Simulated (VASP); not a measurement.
# CdS (Hawleyite) (Imm2) in VASP: settings compared

CdS (Hawleyite) is run at these levels: PBE, r2SCAN; tasks: single point.

Program: VASP 6.6.1. These are calculated values, not measurements. Logs are shortened: lines on timing, memory, paths and dates and some standing lists are left out, and cuts for length are marked.

## (1) The cell of the first run

The structure is orthorhombic, space group Imm2 (No. 44). The conventional cell has a = 4.070 Å, b = 4.243 Å, c = 5.878 Å, α = 90.00°, β = 90.00°, γ = 90.00°. Cd (site symmetry mm2) has 4 S at 2.54 to 2.55 Å within 3.4 Å. S (site symmetry mm2) has 4 Cd at 2.54 to 2.55 Å within 3.4 Å.

## (2) Single point, PBE (shear xy strain +4.2%)

Contents of INCAR:

```
SYSTEM = CdS
ALGO = Normal ; EDIFF = 1E-7
ENCUT = 520 ; GGA = PE
ISIF = 2 ; ISMEAR = -1
LASPH = .TRUE. ; LCHARG = .TRUE.
LELF = .TRUE. ; LREAL = .FALSE.
LVHAR = .TRUE. ; LWAVE = .FALSE.
NBANDS = 16 ; NELM = 100
PREC = Accurate ; SIGMA = 0.02
```

Contents of KPOINTS:

```
k-points
0
G
  8 8 8
  0 0 0
```

Contents of POSCAR:

```
CdS
1.0
    0.0609886882      2.9392138876      2.9392138876
    2.9392138876      0.0609886882      2.9392138876
    3.0002025758      3.0002025758      0.0000000000
Cd S
1 1
Direct
    0.0045856461      0.0045856461     -0.0045856461
    0.2454143539      0.2454143539      0.2545856461
```

Potentials or basis: VASP PAW PBE potentials, release 64 (Cd, S).

Run with:

```console
> cat potpaw_PBE.64/Cd/POTCAR potpaw_PBE.64/S/POTCAR > POTCAR
> mpirun -np 1 vasp_std > vasp.out
```

OUTCAR:

```text
SYSTEM = CdS
   EDIFF = 1E-7
   ENCUT = 520
   GGA = PE
   ISIF = 2
   ISMEAR = -1
   LASPH = .TRUE.
   LREAL = .FALSE.
   NELM = 100
   PREC = Accurate

 ion  position               nearest neighbor table
   1  0.005  0.005  0.995-   2 2.54   2 2.54   2 2.55   2 2.55
   2  0.245  0.245  0.255-   1 2.54   1 2.54   1 2.55   1 2.55

  LATTYP: Found a body centered orthorhombic cell.
 ALAT       =     4.0704251126
 B/A-ratio  =     1.0423793720
 C/A-ratio  =     1.4441803037

  Lattice vectors:

 A1 = (   2.9392138876,   0.0609886882,  -2.9392138876)
 A2 = (  -2.9392138876,  -0.0609886882,  -2.9392138876)
 A3 = (   0.0609886882,   2.9392138876,   2.9392138876)

Analysis of symmetry for initial positions (statically):
=====================================================================
 Subroutine PRICEL returns:
 Original cell was already a primitive cell.

 Routine SETGRP: Setting up the symmetry group for a
 body centered orthorhombic supercell.

 Subroutine GETGRP returns: Found  4 space group operations
 (whereof  4 operations were pure point group operations)
 out of a pool of  8 trial point group operations.

The static configuration has the point symmetry C_2v.

Analysis of symmetry for dynamics (positions and initial velocities):
=====================================================================
 Subroutine PRICEL returns:
 Original cell was already a primitive cell.

 Routine SETGRP: Setting up the symmetry group for a
 body centered orthorhombic supercell.

 Subroutine GETGRP returns: Found  4 space group operations
 (whereof  4 operations were pure point group operations)
 out of a pool of  8 trial point group operations.

The dynamic configuration has the point symmetry C_2v.

 Subroutine INISYM returns: Found  4 space group operations
 (whereof  4 operations are pure point group operations),
 and found     1 'primitive' translations

----------------------------------------------------------------------------------------

                                     Primitive cell

  volume of cell :      50.7617

  direct lattice vectors                    reciprocal lattice vectors
     0.060988688  2.939213888  2.939213888    -0.173718165  0.173718165  0.170113513
     2.939213888  0.060988688  2.939213888     0.173718165 -0.173718165  0.170113513
     3.000202576  3.000202576  0.000000000     0.166655413  0.166655413 -0.170113513

  length of vectors
     4.157123546  4.157123546  4.242927173     0.298822036  0.298822036  0.290665892

  position of ions in fractional coordinates (direct lattice)
     0.004585646  0.004585646  0.995414354
     0.245414354  0.245414354  0.254585646

  ion indices of the primitive-cell ions
   primitive index   ion index
                 1           1
                 2           2

----------------------------------------------------------------------------------------

 KPOINTS: k-points

Automatic generation of k-mesh.
 Grid dimensions read from file:
 generate k-points for:    8    8    8

 Generating k-lattice:

  Cartesian coordinates                     Fractional coordinates (reciprocal lattice)
    -0.021714771  0.021714771  0.021264189     0.125000000  0.000000000  0.000000000
     0.021714771 -0.021714771  0.021264189     0.000000000  0.125000000  0.000000000
     0.020831927  0.020831927 -0.021264189     0.000000000  0.000000000  0.125000000

  Length of vectors
     0.037352754  0.037352754  0.036333237

  Shift w.r.t. Gamma in fractional coordinates (k-lattice)
     0.000000000  0.000000000  0.000000000

 Subroutine IBZKPT returns following result:
 ===========================================

 Found     95 irreducible k-points:

 Following reciprocal coordinates:
            Coordinates               Weight
  0.000000  0.000000  0.000000      1.000000
  0.125000  0.000000  0.000000      4.000000
  0.250000  0.000000  0.000000      4.000000
  0.375000 -0.000000  0.000000      4.000000
  0.500000  0.000000  0.000000      2.000000
  0.125000  0.125000  0.000000      2.000000
[... 16 lines left out ...]
  0.125000  0.000000  0.125000      4.000000
  0.250000  0.000000  0.125000      8.000000
 [... further k-points ...]
   k-points           NKPTS =     95   k-points in BZ     NKDIM =     95   number of bands    NBANDS=     16
   number of dos      NEDOS =    301   number of ions     NIONS =      2
   total plane-waves  NPLWV =  32768
   dimension x,y,z NGX =    32 NGY =   32 NGZ =   32
   dimension x,y,z NGXF=    64 NGYF=   64 NGZF=   64
   ions per type =               1   1
   NGX,Y,Z   is equivalent  to a cutoff of  12.80, 12.80, 12.54 a.u.
   NGXF,Y,Z  is equivalent  to a cutoff of  25.59, 25.59, 25.08 a.u.
 SYSTEM =  CdS
   PREC   = accura    normal or accurate (medium, high low for compatibility)
   ISTART =      0    job   : 0-new  1-cont  2-samecut
   ICHARG =      2    charge: 1-file 2-atom 10-const
   ISPIN  =      1    spin polarized calculation?
   LNONCOLLINEAR =      F non collinear calculations
   LSORBIT =      F    spin-orbit coupling
   LASPH  =      T    aspherical Exc in radial PAW
   ENCUT  =  520.0 eV  38.22 Ry    6.18 a.u.   7.73  7.73  7.89*2*pi/ulx,y,z
   NELM   =    100;   NELMIN=  2; NELMDL= -5     # of ELM steps
   EDIFF  = 0.1E-06   stopping-criterion for ELM
   LREAL  =      F    real-space projection
   EDIFFG = 0.1E-05   stopping-criterion for IOM
   NSW    =      0    number of steps for IOM
   IBRION =     -1    ionic relax: 0-MD 1-quasi-New 2-CG
   NFREE  =      0    steps in history (QN), initial steepest desc. (CG)
   ISIF   =      2    stress and relaxation
   ISYM   =      2    0-nonsym 1-usesym 2-fastsym
   POTIM  = 0.5000    time-step for ionic-motion
   TEBEG  =    0.0;   TEEND  =   0.0 temperature during run
   PSTRESS=    0.0 pullay stress
   NELECT =      18.0000    total number of electrons
   NUPDOWN=      -1.0000    fix difference up-down
   EMIN   =  10.00;   EMAX   =-10.00  energy-range for DOS
   EFERMI =   0.00;   METHOD = LEGACY
   ISMEAR =    -1;   SIGMA  =   0.02  broadening in eV -4-tet -1-fermi 0-gaus
   EFERMI_NEDOS =   21; number of points for ismear=-14 and -15
   IALGO  =     38    algorithm
   IMIX   =      4    mixing-type and parameters
     AMIX     =   0.40;   BMIX     =  1.00
     AMIX_MAG =   1.60;   BMIX_MAG =  1.00
  volume/ion in A,a.u.               =      25.38       171.28
  Fermi-wavevector in a.u.,A,eV,Ry     =   1.158742  2.189705 18.268318  1.342683
  Thomas-Fermi vector in A             =   2.295341
   LORBIT       =      0    0 simple, 1 ext, 2 COOP (PROOUT), +10 PAW based schemes
   GGA     = PE    functional components
   LHFCALC =     F    Hartree Fock is set to
   AEXX    =    0.0000 exact exchange contribution
   IVDW    =     0    specifies the selected vdW correction
   LEPSILON=     F    determine dielectric tensor
   LRPA    =     F    only Hartree local field effects (RPA)
 non-spin polarized calculation
  energy-cutoff  :      520.00
  volume of cell :       50.76
 maximum number of plane-waves:      1385
   NGX = 15   NGY = 15   NGZ = 15

 number of electron      18.0000001 magnetization

 Free energy of the ion-electron system (eV)
  ---------------------------------------------------
  ext. energy  EPLUGINS =         0.00000000
  ---------------------------------------------------
  free energy    TOTEN  =        -6.13224153 eV

  energy without entropy =       -6.13224153  energy(sigma->0) =       -6.13224153

 E-fermi :   1.5831     XC(G=0):  -9.0452

 val. band max:        1.2000487405   @ k =   0.0000   0.0000   0.0000
 cond. band min:       2.2047297930   @ k =   0.0000   0.0000   0.0000
 fundamental gap:      1.0046810525
 Fermi energy:         1.5830952649

 k-point     1 :       0.0000    0.0000    0.0000
  band No.  band energies     occupation
      1     -11.1067      2.00000
      2      -6.5378      2.00000
      3      -6.5272      2.00000
      4      -6.5116      2.00000
      5      -6.0803      2.00000
      6      -6.0784      2.00000
[... 8 lines left out ...]
     15      12.5507      0.00000
     16      12.5820      0.00000

 k-point     2 :       0.1250    0.0000    0.0000
  band No.  band energies     occupation
      1     -11.0456      2.00000
      2      -6.5151      2.00000
      3      -6.5034      2.00000
      4      -6.4619      2.00000
      5      -6.0807      2.00000
      6      -6.0804      2.00000
[... 8 lines left out ...]
     15      11.9738      0.00000
     16      12.9925      0.00000

 k-point     3 :       0.2500    0.0000    0.0000
  band No.  band energies     occupation
      1     -10.8976      2.00000
      2      -6.4656      2.00000
      3      -6.4578      2.00000
      4      -6.2756      2.00000
      5      -6.0783      2.00000
      6      -6.0717      2.00000
[... 8 lines left out ...]
     15      11.8208      0.00000
     16      12.3058      0.00000

 k-point     4 :       0.3750   -0.0000    0.0000
  band No.  band energies     occupation
      1     -10.7504      2.00000
      2      -6.4279      2.00000
      3      -6.4252      2.00000
      4      -6.0608      2.00000
      5      -6.0494      2.00000
      6      -5.9325      2.00000
[... 8 lines left out ...]
     15      12.3585      0.00000
     16      12.7750      0.00000

 k-point     5 :       0.5000    0.0000    0.0000
  band No.  band energies     occupation
      1     -10.6902      2.00000
      2      -6.4166      2.00000
      3      -6.4160      2.00000
      4      -6.0481      2.00000
      5      -6.0332      2.00000
      6      -5.6921      2.00000
[... 8 lines left out ...]
     15      13.3975      0.00000
     16      13.7700      0.00000

 k-point     6 :       0.1250    0.1250    0.0000
  band No.  band energies     occupation
      1     -11.0282      2.00000
      2      -6.4940      2.00000
      3      -6.4837      2.00000
      4      -6.4726      2.00000
      5      -6.0951      2.00000
      6      -6.0667      2.00000
[... 8 lines left out ...]
     15      12.6859      0.00000
     16      13.6468      0.00000

 k-point     7 :       0.2500    0.1250    0.0000
  band No.  band energies     occupation
      1     -10.9116      2.00000
      2      -6.4515      2.00000
      3      -6.4416      2.00000
      4      -6.3430      2.00000
      5      -6.0964      2.00000
      6      -6.0562      2.00000
[... 8 lines left out ...]
     15      12.4725      0.00000
     16      13.7922      0.00000

 k-point     8 :       0.3750    0.1250    0.0000
  band No.  band energies     occupation
      1     -10.7649      2.00000
      2      -6.4202      2.00000
      3      -6.3973      2.00000
      4      -6.1345      2.00000
      5      -6.0442      2.00000
      6      -5.9872      2.00000
[... 8 lines left out ...]
     15      12.8997      0.00000
     16      13.2418      0.00000

 k-point     9 :       0.5000    0.1250    0.0000
  band No.  band energies     occupation
      1     -10.6746      2.00000
      2      -6.4060      2.00000
      3      -6.3832      2.00000
      4      -6.0702      2.00000
      5      -6.0445      2.00000
      6      -5.6872      2.00000
[... 8 lines left out ...]
     15      13.4606      0.00000
     16      13.6344      0.00000
[... 172 lines left out ...]
 k-point    19 :       0.5000    0.3750    0.0000
  band No.  band energies     occupation
      1     -10.5957      2.00000
      2      -6.3235      2.00000
      3      -6.2217      2.00000
      4      -6.2106      2.00000
      5      -6.0115      2.00000
      6      -5.6609      2.00000
[... 8 lines left out ...]
     15      13.7497      0.00000
     16      14.7213      0.00000

 k-point    20 :      -0.3750    0.3750    0.0000
  band No.  band energies     occupation
      1     -10.5838      2.00000
      2      -6.3476      2.00000
      3      -6.2464      2.00000
      4      -6.1559      2.00000
      5      -6.0414      2.00000
      6      -5.5182      2.00000
[... 8 lines left out ...]
     15      12.9719      0.00000
     16      15.2516      0.00000

 k-point    21 :       0.5000    0.5000    0.0000
  band No.  band energies     occupation
      1     -10.5786      2.00000
      2      -6.3210      2.00000
      3      -6.2068      2.00000
      4      -6.1914      2.00000
      5      -5.9976      2.00000
      6      -5.6567      2.00000
[... 8 lines left out ...]
     15      13.4980      0.00000
     16      14.4627      0.00000

 k-point    22 :       0.0000    0.0000    0.1250
  band No.  band energies     occupation
      1     -11.0493      2.00000
      2      -6.5125      2.00000
      3      -6.4921      2.00000
      4      -6.4790      2.00000
      5      -6.0819      2.00000
      6      -6.0783      2.00000
[... 8 lines left out ...]
     15      12.0845      0.00000
     16      13.0773      0.00000

 k-point    23 :       0.1250    0.0000    0.1250
  band No.  band energies     occupation
      1     -11.0276      2.00000
      2      -6.4995      2.00000
      3      -6.4844      2.00000
      4      -6.4669      2.00000
      5      -6.0939      2.00000
      6      -6.0680      2.00000
[... 8 lines left out ...]
     15      12.6614      0.00000
     16      13.6188      0.00000

 k-point    24 :       0.2500    0.0000    0.1250
  band No.  band energies     occupation
      1     -10.9077      2.00000
      2      -6.4641      2.00000
      3      -6.4358      2.00000
      4      -6.3366      2.00000
      5      -6.0963      2.00000
      6      -6.0546      2.00000
[... 8 lines left out ...]
     15      12.5249      0.00000
     16      13.5974      0.00000

 [... further k-points ...]

------------------------ aborting loop because EDIFF is reached ----------------------------------------

  FORCE on cell =-STRESS in cart. coord.  units (eV):
  Direction    XX          YY          ZZ          XY          YZ          ZX
  --------------------------------------------------------------------------------------
  -------------------------------------------------------------------------------------
  Total        0.5345678      0.5345678      0.5318606     -0.3312674      0.0000000      0.0000000
  in kB       16.8723984     16.8723984     16.7869518    -10.4556903      0.0000000      0.0000000
  external PRESSURE =      16.8439162 kB  Pullay stress =       0.0000000 kB

 VOLUME and BASIS-vectors are now :
 -----------------------------------------------------------------------------
  energy-cutoff  :      520.00
  volume of cell :       50.76
      direct lattice vectors                 reciprocal lattice vectors
     0.060988688  2.939213888  2.939213888    -0.173718165  0.173718165  0.170113513
     2.939213888  0.060988688  2.939213888     0.173718165 -0.173718165  0.170113513
     3.000202576  3.000202576  0.000000000     0.166655413  0.166655413 -0.170113513

 POSITION                                       TOTAL-FORCE (eV/Angst)
 -----------------------------------------------------------------------------------
      3.00020      3.00020      0.02696        -0.000000     -0.000000      0.003213
      1.50010      1.50010      1.44265         0.000000      0.000000     -0.003213
 -----------------------------------------------------------------------------------
    total drift:                               -0.000001     -0.000001      0.000021

  FREE ENERGIE OF THE ION-ELECTRON SYSTEM (eV)
  ---------------------------------------------------
  free  energy   TOTEN  =        -6.1322415271 eV

  energy  without entropy=       -6.1322415271  energy(sigma->0) =       -6.13224153
```

Run time: 57 s. Hardware: 1 thread of Intel Xeon Platinum 8375C at 2.90GHz (Ice Lake), shared host; peak memory 0.22 GiB.

What came out:

```yaml
Free_energy: -6.1322 eV
Pressure: 1.7 GPa
Largest_force: 0.003 eV/Å
Band_gap_on_the_k_mesh: 1.00 eV, direct
```

Forces in eV/Å, atoms in the order of the input:
```
Cd   0.000  0.000  0.003
S    0.000  0.000 -0.003
```

Stress tensor (GPa, compression positive):
```
 1.69 -1.05  0.00
-1.05  1.69  0.00
 0.00  0.00  1.68
```

Caveat: the cell differs from its parent crystal (shear xy strain +4.2%).

## (3) Single point, r2SCAN (shear xy strain +4.2%)

POSCAR is that of step 2.

Contents of INCAR.step1:

```
SYSTEM = CdS
PREC     = Accurate       ! precision mode
ENCUT    = 520            ! plane-wave cutoff, eV
ISMEAR   = 0              ! smearing method
SIGMA    = 0.01           ! smearing width, eV
LREAL    = .False.        ! projectors in reciprocal space
LASPH    = .True.         ! aspherical terms in the spheres
NELM     = 100            ! most SCF steps
NBANDS   = 16             ! bands
GGA      = PE             ! functional
ALGO     = Normal         ! electronic algorithm
EDIFF    = 1E-4           ! SCF threshold, eV
LWAVE    = .True.         ! write WAVECAR
LCHARG   = .False.        ! write CHGCAR
```

Contents of INCAR.step2:

```
SYSTEM = CdS
PREC     = Accurate       ! precision mode
ENCUT    = 520            ! plane-wave cutoff, eV
EDIFF    = 1E-7           ! SCF threshold, eV
ISMEAR   = 0              ! smearing method
SIGMA    = 0.01           ! smearing width, eV
LREAL    = .False.        ! projectors in reciprocal space
LASPH    = .True.         ! aspherical terms in the spheres
NELM     = 100            ! most SCF steps
ALGO     = Normal         ! electronic algorithm
ISIF     = 2              ! what is computed and relaxed
LWAVE    = .False.        ! write WAVECAR
LCHARG   = .True.         ! write CHGCAR
METAGGA  = R2SCAN         ! meta-GGA
LMIXTAU  = .True.       
LELF     = .True.         ! ELF
LVHAR    = .True.       
NBANDS   = 16             ! bands
ISTART   = 1
```

Contents of KPOINTS:

```
Automatic mesh
0
Gamma
  8 8 8
  0 0 0
```

Potentials or basis: VASP PAW PBE potentials, release 64 (Cd, S).

Run with:

```console
> cat potpaw_PBE.64/Cd/POTCAR potpaw_PBE.64/S/POTCAR > POTCAR
> cp INCAR.step1 INCAR
> mpirun -np 1 vasp_std > vasp.out
> cp INCAR.step2 INCAR
> mpirun -np 1 vasp_std > vasp.out
```

Wall time 3.1 min (1 thread of Intel Xeon Platinum 8375C at 2.90GHz (Ice Lake), shared host); peak memory 0.23 GiB.

Results (log left out):

```
Free energy            : -29.6789 eV
Pressure               : 0.3 GPa
Largest force          : 0.005 eV/Å
Band gap on the k mesh : 1.44 eV, direct
```

Forces in eV/Å, atoms in the order of the input:
```
Cd   0.000  0.000  0.005
S    0.000  0.000 -0.005
```

Stress tensor (GPa, compression positive):
```
 0.26 -1.09  0.00
-1.09  0.26  0.00
 0.00  0.00  0.25
```

Levels at points of the mesh, in eV from the valence-band top:
```csv
k point,band 5,band 6,band 7,band 8,band 9,band 10,band 11,band 12,band 13,band 14
"(0.00, 0.00, 0.00)",-7.49,-7.49,-0.16,-0.09,0.00,1.44,6.75,7.02,7.27,11.74
"(0.50, 0.00, 0.00)",-7.44,-7.10,-4.34,-0.93,-0.79,3.22,7.27,7.27,7.82,11.37
"(0.50, 0.50, 0.00)",-7.41,-7.06,-3.96,-2.09,-1.75,3.67,4.78,9.61,11.28,11.37
"(0.00, 0.00, 0.50)",-7.45,-7.15,-4.46,-0.84,-0.69,3.49,7.47,7.54,7.70,11.49
"(0.50, 0.00, 0.50)",-7.41,-7.06,-3.95,-1.92,-1.92,3.79,4.64,9.54,11.28,11.39
```

Caveat: the cell differs from its parent crystal (shear xy strain +4.2%); the PAW data sets were made with another functional, which shifts forces and pressure a little.
